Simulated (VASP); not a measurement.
A run of VASP 6.6.1 is set up as follows.

Contents of INCAR:

```
SYSTEM = Ru
PREC = Accurate ; ENCUT = 520
EDIFF = 1E-6 ; ISMEAR = 1
SIGMA = 0.1 ; LREAL = .False.
LASPH = .True. ; NELM = 80
ALGO = Normal ; ISIF = 2
LWAVE = .False. ; LCHARG = .False.
LDIPOL = .True. ; IDIPOL = 3
DIPOL = 0.5 0.5 0.500 ; NBANDS = 51
```

The input KPOINTS:

```
Automatic mesh
0
Gamma
  14 14 1
  0 0 0
```

File POSCAR:

```
Ru
1.0
    2.6750546289      0.0000000003      0.0000000000
    1.3375273142      2.3166652653      0.0000000000
    0.0000000000      0.0000000000     26.5570939800
Ru
6
Direct
    0.6666666667      0.6666666667      0.3039620828
    0.0000000000      0.0000000000      0.3802189913
    0.6666666667      0.6666666667      0.4596629018
    0.0000000000      0.0000000000      0.5403370981
    0.6666666667      0.6666666667      0.6197810092
    0.0000000000      0.0000000000      0.6960379168
```

Potentials or basis: VASP PAW LDA potentials, release 64 (Ru_pv).

The run is started by

```bash
$ cat potpaw_LDA.64/Ru_pv/POTCAR > POTCAR
$ mpirun -np 1 vasp_std > vasp.out
```

Question: Estimate the band gap on the k mesh.

Answer: Zero (bands 42 and 43 overlap by 2.67 eV).

Question: What does it give for the largest force?

Answer: 0.068 eV/Å.

Forces in eV/Å, atoms in the order of the input:
```
Ru   0.000  0.000 -0.068
Ru   0.000  0.000  0.029
Ru   0.000  0.000 -0.002
Ru   0.000  0.000  0.002
Ru   0.000  0.000 -0.029
Ru   0.000  0.000  0.068
```
